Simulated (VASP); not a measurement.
Input of a VASP 6.6.1 run:

INCAR

```
PREC     = Accurate       # precision mode
ENCUT    = 500            # plane-wave cutoff, eV
EDIFF    = 1E-6           # SCF threshold, eV
ISMEAR   = 0              # smearing method
SIGMA    = 0.02           # smearing width, eV
LREAL    = False          # projectors in reciprocal space
LASPH    = True           # aspherical terms in the spheres
NELM     = 120            # most SCF steps
ALGO     = Normal         # electronic algorithm
ISIF     = 2              # what is computed and relaxed
LWAVE    = False          # write WAVECAR
LCHARG   = False          # write CHGCAR
GGA      = PE             # functional
NBANDS   = 26             # bands
GGA_COMPAT= False
```

Contents of KPOINTS:

```
regular mesh
0
Gamma
  6 6 4
```

The input POSCAR:

```
AgI
1.0
    4.4903882065      0.0000000000      0.0000000000
   -2.2451941033      3.8887902597      0.0000000000
    0.0000000000      0.0000000000      7.3447221942
Ag I
2 2
Direct
    0.6666666667      0.3333333333      0.6276573162
    0.3333333333      0.6666666667      0.1276573162
    0.6666666667      0.3333333333      0.0023426838
    0.3333333333      0.6666666667      0.5023426838
```

Potentials or basis: VASP PAW PBE potentials, release 64 (Ag, I).

Launch:

```sh
$ cat potpaw_PBE.64/Ag/POTCAR potpaw_PBE.64/I/POTCAR > POTCAR
$ mpirun -np 1 vasp_std > vasp.out
```

Problem. Predict the largest force.

Solution. 0.007 eV/Å.

Problem. What does it give for the band gap on the k mesh?

Solution. 1.38 eV.

Problem. What does it give for the pressure?

Solution. 4.6 GPa.

Forces in eV/Å, atoms in the order of the input:
```
Ag   0.000  0.000  0.007
Ag   0.000  0.000  0.007
I    0.000  0.000 -0.007
I    0.000  0.000 -0.007
```

Caveat: the cell stands under pressure; spin-orbit coupling is left out, which moves the levels of the heavy elements.
